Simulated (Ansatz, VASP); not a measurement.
BaTe: VASP beside Ansatz

The input INCAR:

```
PREC     = Accurate       # precision mode
ENCUT    = 600            # plane-wave cutoff, eV
EDIFF    = 1E-6           # SCF threshold, eV
ISMEAR   = 0              # smearing method
SIGMA    = 0.02           # smearing width, eV
LREAL    = F              # projectors in reciprocal space
LASPH    = T              # aspherical terms in the spheres
NELM     = 60             # most SCF steps
ALGO     = Normal         # electronic algorithm
ISIF     = 3              # what is computed and relaxed
LWAVE    = F              # write WAVECAR
LCHARG   = F              # write CHGCAR
GGA      = PE             # functional
IBRION   = 2              # ionic algorithm
NSW      = 65             # ionic steps
EDIFFG   = -0.01          # ionic threshold
```

KPOINTS

```
Automatic mesh
0
Gamma
  6 6 6
```

The input POSCAR:

```
BaTe
1.0
    4.9950662288      0.0000000000      0.0000000000
   -2.4975331144      4.3258542477      0.0000000000
    0.0000000000      0.0000000000      8.1568775019
Ba Te
2 2
Direct
    0.0000000000      0.0000000000      0.0000000000
    0.0000000000      0.0000000000      0.5000000000
    0.3333333333      0.6666666667      0.2500000000
    0.6666666667      0.3333333333      0.7500000000
```

Input for Ansatz:

```yaml
crystal:
  lattice:
    - [4.9950662288, 0.0, 0.0]
    - [-2.4975331144, 4.3258542477, 0.0]
    - [0.0, 0.0, 8.1568775019]
  atoms:
    - { symbol: Ba, position: [0.0, 0.0, 0.0] }
    - { symbol: Te, position: [0.3333333333, 0.6666666667, 0.25] }
    - { symbol: Ba, position: [0.0, 0.0, 0.5] }
    - { symbol: Te, position: [0.6666666667, 0.3333333333, 0.75] }
basis:
  ecutwfc: 420
kpoints:
  mp_grid: { grid: [6, 6, 6] }
hamiltonian:
  xc: pbe
scf:
  occupations: { method: gaussian, width: 0.02 }
output:
  forces: true
  stress: true
  eigenvalues: true
  populations: true
relax:
  adjacent_minimum: "off"
  f_tol: 0.01
  max_steps: 45
  cell: { stress_tol: 0.05 }
```

Alike in both runs: task relaxation of cell and atoms; functional PBE; k mesh 6 × 6 × 6; occupations gaussian, width 0.02 eV; no spin polarisation.

```csv
,VASP,Ansatz
version,VASP 6.6.1,Ansatz 0.2.0
potentials or method,"VASP PAW PBE potentials, release 64 (Ba_sv, Te), cutoff 600 eV","scalar-relativistic, plane waves, PAW"
valence electrons in the cell,32,52
```

Ansatz gave:

* gap on the k mesh at the Fermi level, each at its own relaxed structure (eV): 1.75
* relaxed volume (Å³/atom): 44.63
* relaxed cell length with the largest relative difference (Å): 8.591

Q: What did VASP give for the same quantities?

A: gap on the k mesh at the Fermi level, each at its own relaxed structure (eV): 1.69; relaxed volume (Å³/atom): 45.12; relaxed cell length with the largest relative difference (Å): 8.625.

VASP's potentials hold 32 valence electrons a cell and Ansatz's 52, so a difference there can come from the potentials and not from the codes.

Neither program's run includes spin-orbit coupling.
